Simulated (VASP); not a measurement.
# PbSe (I4/mmm) in VASP: further runs

PbSe is run at these levels: PBE; tasks: single point.

Program: VASP 6.6.1. These are calculated values, not measurements. Logs are shortened: lines on timing, memory, paths and dates and some standing lists are left out, and cuts for length are marked.

### 1 The cell of the first run

The structure is tetragonal, space group I4/mmm (No. 139). Conventional cell: a = 4.499 Å, b = 4.499 Å, c = 6.139 Å, α = 90.00°, β = 90.00°, γ = 90.00°. Pb (site symmetry 4/mmm) has 6 Se at 3.07 to 3.18 Å within 4.0 Å. Se (site symmetry 4/mmm) has 6 Pb at 3.07 to 3.18 Å within 4.0 Å.

### 2 Single point, PBE (epitaxial xy strain +3.0%)

Contents of INCAR:

```
SYSTEM = PbSe
PREC = Accurate ; ENCUT = 520
EDIFF = 1E-7 ; ISMEAR = -1
SIGMA = 0.02 ; LREAL = .False.
LASPH = .True. ; NELM = 80
ALGO = Normal ; ISIF = 2
LWAVE = .False. ; LCHARG = .True.
GGA = PE ; LELF = .True.
LVHAR = .True. ; NBANDS = 17
```

Contents of KPOINTS:

```
Automatic mesh
0
Gamma
  8 8 8
  0 0 0
```

Contents of POSCAR:

```
PbSe
1.0
    0.0000000000      3.1813632861      3.0694827967
    3.1813632861      0.0000000000      3.0694827967
    3.1813632861      3.1813632861      0.0000000000
Pb Se
1 1
Direct
    0.0000000000      0.0000000000      0.0000000000
    0.5000000000      0.5000000000      0.5000000000
```

Potentials or basis: VASP PAW PBE potentials, release 64 (Pb_d, Se).

Command:

```
> cat potpaw_PBE.64/Pb_d/POTCAR potpaw_PBE.64/Se/POTCAR > POTCAR
> mpirun -np 1 vasp_std > vasp.out
```

OUTCAR:

```text
SYSTEM = PbSe
   PREC = Accurate
   ENCUT = 520
   EDIFF = 1E-7
   ISMEAR = -1
   LREAL = .False.
   LASPH = .True.
   NELM = 80
   ISIF = 2
   GGA = PE

 ion  position               nearest neighbor table
   1  0.000  0.000  0.000-   2 3.07   2 3.07   2 3.18   2 3.18   2 3.18   2 3.18
   2  0.500  0.500  0.500-   1 3.07   1 3.07   1 3.18   1 3.18   1 3.18   1 3.18

  LATTYP: Found a body centered tetragonal cell.
 ALAT       =     4.4991271060
 C/A-ratio  =     1.3644792531

  Lattice vectors:

 A1 = (   0.0000000000,  -3.1813632861,  -3.0694827967)
 A2 = (   0.0000000000,   3.1813632861,  -3.0694827967)
 A3 = (   3.1813632861,   0.0000000000,   3.0694827967)

Analysis of symmetry for initial positions (statically):
=====================================================================
 Subroutine PRICEL returns:
 Original cell was already a primitive cell.

 Routine SETGRP: Setting up the symmetry group for a
 body centered tetragonal supercell.

 Subroutine GETGRP returns: Found 16 space group operations
 (whereof 16 operations were pure point group operations)
 out of a pool of 16 trial point group operations.

The static configuration has the point symmetry D_4h.

Analysis of symmetry for dynamics (positions and initial velocities):
=====================================================================
 Subroutine PRICEL returns:
 Original cell was already a primitive cell.

 Routine SETGRP: Setting up the symmetry group for a
 body centered tetragonal supercell.

 Subroutine GETGRP returns: Found 16 space group operations
 (whereof 16 operations were pure point group operations)
 out of a pool of 16 trial point group operations.

The dynamic configuration has the point symmetry D_4h.

 Subroutine INISYM returns: Found 16 space group operations
 (whereof 16 operations are pure point group operations),
 and found     1 'primitive' translations

----------------------------------------------------------------------------------------

                                     Primitive cell

  volume of cell :      62.1329

  direct lattice vectors                    reciprocal lattice vectors
     0.000000000  3.181363286  3.069482797    -0.157165327  0.157165327  0.162893892
     3.181363286  0.000000000  3.069482797     0.157165327 -0.157165327  0.162893892
     3.181363286  3.181363286  0.000000000     0.157165327  0.157165327 -0.162893892

  length of vectors
     4.420723583  4.420723583  4.499127106     0.275565419  0.275565419  0.275565419

  position of ions in fractional coordinates (direct lattice)
[... 75 lines left out ...]
   LSORBIT =      F    spin-orbit coupling
   LASPH  =      T    aspherical Exc in radial PAW
   ENCUT  =  520.0 eV  38.22 Ry    6.18 a.u.   8.22  8.22  8.37*2*pi/ulx,y,z
   NELM   =     80;   NELMIN=  2; NELMDL= -5     # of ELM steps
   EDIFF  = 0.1E-06   stopping-criterion for ELM
   LREAL  =      F    real-space projection
   EDIFFG = 0.1E-05   stopping-criterion for IOM
   NSW    =      0    number of steps for IOM
   IBRION =     -1    ionic relax: 0-MD 1-quasi-New 2-CG
   NFREE  =      0    steps in history (QN), initial steepest desc. (CG)
   ISIF   =      2    stress and relaxation
   ISYM   =      2    0-nonsym 1-usesym 2-fastsym
   POTIM  = 0.5000    time-step for ionic-motion
   TEBEG  =    0.0;   TEEND  =   0.0 temperature during run
   PSTRESS=    0.0 pullay stress
   NELECT =      20.0000    total number of electrons
   NUPDOWN=      -1.0000    fix difference up-down
   EMIN   =  10.00;   EMAX   =-10.00  energy-range for DOS
   EFERMI =   0.00;   METHOD = LEGACY
   ISMEAR =    -1;   SIGMA  =   0.02  broadening in eV -4-tet -1-fermi 0-gaus
   EFERMI_NEDOS =   21; number of points for ismear=-14 and -15
   IALGO  =     38    algorithm
   IMIX   =      4    mixing-type and parameters
     AMIX     =   0.40;   BMIX     =  1.00
     AMIX_MAG =   1.60;   BMIX_MAG =  1.00
  volume/ion in A,a.u.               =      31.07       209.65
  Fermi-wavevector in a.u.,A,eV,Ry     =   1.121961  2.120198 17.126952  1.258795
  Thomas-Fermi vector in A             =   2.258617
   LORBIT       =      0    0 simple, 1 ext, 2 COOP (PROOUT), +10 PAW based schemes
   GGA     = PE    functional components
[... 5 lines left out ...]
 non-spin polarized calculation
  energy-cutoff  :      520.00
  volume of cell :       62.13
 maximum number of plane-waves:      1687
 NGX is ok and might be reduce to    36
   NGX = 17   NGY = 17   NGZ = 17

 number of electron      19.9999999 magnetization

 Free energy of the ion-electron system (eV)
  ---------------------------------------------------
  ext. energy  EPLUGINS =         0.00000000
  ---------------------------------------------------
  free energy    TOTEN  =        -8.17434114 eV

  energy without entropy =       -8.17434111  energy(sigma->0) =       -8.17434113

 E-fermi :   4.3404     XC(G=0):  -9.1628

 val. band max:        4.0917726803   @ k =   0.5000  -0.0000   0.0000
 cond. band min:       4.5890451247   @ k =   0.5000  -0.0000   0.0000
 fundamental gap:      0.4972724444
 Fermi energy:         4.3404066119

 k-point     1 :       0.0000    0.0000    0.0000
  band No.  band energies     occupation
      1     -12.6201      2.00000
      2     -12.6155      2.00000
      3     -12.6064      2.00000
      4     -12.6064      2.00000
      5     -12.5939      2.00000
      6      -8.8391      2.00000
[... 457 lines left out ...]
      4     -12.5964      2.00000
      5     -12.5850      2.00000
      6      -8.1702      2.00000
[... 9 lines left out ...]
     16      13.6717      0.00000
     17      15.0367      0.00000

 [... further k-points ...]

------------------------ aborting loop because EDIFF is reached ----------------------------------------

  FORCE on cell =-STRESS in cart. coord.  units (eV):
  Direction    XX          YY          ZZ          XY          YZ          ZX
  --------------------------------------------------------------------------------------
  -------------------------------------------------------------------------------------
  Total       -0.9437435     -0.9437435      0.3630691      0.0000000     -0.0000000      0.0000000
  in kB      -24.3356428    -24.3356428      9.3622057      0.0000000     -0.0000000      0.0000000
  external PRESSURE =     -13.1030266 kB  Pullay stress =       0.0000000 kB

 VOLUME and BASIS-vectors are now :
 -----------------------------------------------------------------------------
  energy-cutoff  :      520.00
  volume of cell :       62.13
      direct lattice vectors                 reciprocal lattice vectors
     0.000000000  3.181363286  3.069482797    -0.157165327  0.157165327  0.162893892
     3.181363286  0.000000000  3.069482797     0.157165327 -0.157165327  0.162893892
     3.181363286  3.181363286  0.000000000     0.157165327  0.157165327 -0.162893892

 POSITION                                       TOTAL-FORCE (eV/Angst)
 -----------------------------------------------------------------------------------
      0.00000      0.00000      0.00000        -0.000000      0.000000      0.000000
      3.18136      3.18136      3.06948         0.000000     -0.000000      0.000000
 -----------------------------------------------------------------------------------
    total drift:                               -0.000000      0.000000      0.000000

  FREE ENERGIE OF THE ION-ELECTRON SYSTEM (eV)
  ---------------------------------------------------
  free  energy   TOTEN  =        -8.1743411426 eV

  energy  without entropy=       -8.1743411091  energy(sigma->0) =       -8.17434113
```

OSZICAR:

```text
N       E                     dE             d eps       ncg     rms          rms(c)
DAV:   1     0.159074356337E+03    0.15907E+03   -0.93576E+03  2007   0.117E+03
DAV:   2     0.342249173116E+01   -0.15565E+03   -0.15051E+03  2170   0.304E+02
DAV:   3    -0.823680965505E+01   -0.11659E+02   -0.11585E+02  2548   0.892E+01
DAV:   4    -0.851516246856E+01   -0.27835E+00   -0.27814E+00  2511   0.158E+01
DAV:   5    -0.852485505293E+01   -0.96926E-02   -0.96922E-02  2906   0.278E+00    0.270E+00
DAV:   6    -0.817487453612E+01    0.34998E+00   -0.90980E-01  2952   0.599E+00    0.143E+00
DAV:   7    -0.817100046647E+01    0.38741E-02   -0.13132E-01  2362   0.167E+00    0.829E-01
DAV:   8    -0.817483358506E+01   -0.38331E-02   -0.15323E-02  2441   0.128E+00    0.192E-01
DAV:   9    -0.817423095094E+01    0.60263E-03   -0.33412E-03  3096   0.496E-01    0.663E-02
DAV:  10    -0.817433190973E+01   -0.10096E-03   -0.26259E-04  2282   0.946E-02    0.233E-02
DAV:  11    -0.817434099537E+01   -0.90856E-05   -0.57760E-05  2628   0.758E-02    0.842E-03
DAV:  12    -0.817434109911E+01   -0.10373E-06   -0.29461E-06  2608   0.118E-02    0.190E-03
DAV:  13    -0.817434114262E+01   -0.43513E-07   -0.18413E-07  2456   0.362E-03
   1 F= -.81743411E+01 E0= -.81743411E+01  d E =-.334924E-07
```

Wall time 2.7 min (1 thread of AMD EPYC 7R13, shared host); peak memory 0.21 GiB.

Results:

| Quantity | Value |
| --- | --- |
| Free energy | -8.1743 eV |
| Pressure | -1.3 GPa |
| Band gap on the k mesh | 0.50 eV, direct |

Stress tensor (GPa, compression positive):
```
-2.43  0.00  0.00
 0.00 -2.43  0.00
 0.00  0.00  0.94
```

Levels at points of the mesh, in eV from the valence-band top:
| k point | band 7 | band 8 | band 9 | band 10 | band 11 | band 12 | band 13 | band 14 |
| --- | --- | --- | --- | --- | --- | --- | --- | --- |
| (0.00, 0.00, 0.00) | -6.39 | -1.72 | -1.40 | -1.40 | 4.31 | 4.31 | 5.08 | 6.64 |
| (0.50, 0.00, 0.00) | -8.37 | -1.18 | -1.13 | 0.00 | 0.50 | 1.79 | 1.98 | 8.47 |
| (0.50, 0.50, 0.00) | -7.32 | -4.37 | -2.77 | -2.77 | 3.96 | 5.22 | 5.22 | 6.03 |
| (0.50, 0.00, 0.50) | -7.19 | -4.29 | -2.89 | -2.53 | 4.10 | 5.01 | 5.59 | 5.79 |

Caveat: the cell differs from its parent crystal (epitaxial xy strain +3.0%); spin-orbit coupling is left out, which moves the levels of the heavy elements. A k mesh can miss the band edges.

### 3 Single point, PBE (epitaxial xy strain +4.0%)

Contents of INCAR:

```
ALGO = Normal
EDIFF = 1E-7
ENCUT = 520
GGA = PE
ISIF = 2
ISMEAR = -1
LASPH = T
LCHARG = F
LREAL = F
LWAVE = F
NBANDS = 17
NELM = 80
PREC = Accurate
SIGMA = 0.02
```

Contents of KPOINTS:

```
k-points
0
Gamma
  8 8 8
```

Contents of POSCAR:

```
PbSe
1.0
    0.0000000000      3.2122503083      3.0630789625
    3.2122503083      0.0000000000      3.0630789625
    3.2122503083      3.2122503083      0.0000000000
Pb Se
1 1
Direct
    0.0000000000      0.0000000000      0.0000000000
    0.5000000000      0.5000000000      0.5000000000
```

Potentials or basis: VASP PAW PBE potentials, release 64 (Pb_d, Se).

Command:

```
> cat potpaw_PBE.64/Pb_d/POTCAR potpaw_PBE.64/Se/POTCAR > POTCAR
> mpirun -np 1 vasp_std > vasp.out
```

Run time: 2.4 min. Hardware: 1 thread of AMD EPYC 7R13, shared host; peak memory 0.21 GiB.

The run converged. Its results:

| Item | Value |
| --- | --- |
| Free energy | -8.1522 eV |
| Pressure | -1.9 GPa |
| Band gap on the k mesh | 0.52 eV, direct |

Stress tensor (GPa, compression positive):
```
-3.27  0.00  0.00
 0.00 -3.27  0.00
 0.00  0.00  0.94
```

Levels at points of the mesh, in eV from the valence-band top:
```
           k point  band 7  band 8  band 9  band 10  band 11  band 12  band 13  band 14
(0.00, 0.00, 0.00)   -6.42   -1.73   -1.32    -1.32     4.18     4.18     5.20     6.64
(0.50, 0.00, 0.00)   -8.31   -1.14   -1.08     0.00     0.52     1.78     2.03     8.43
(0.50, 0.50, 0.00)   -7.32   -4.27   -2.70    -2.70     3.99     5.11     5.11     6.04
(0.50, 0.00, 0.50)   -7.17   -4.17   -2.86    -2.38     4.17     4.84     5.46     5.86
```

Caveat: the cell differs from its parent crystal (epitaxial xy strain +4.0%); spin-orbit coupling is left out, which moves the levels of the heavy elements.
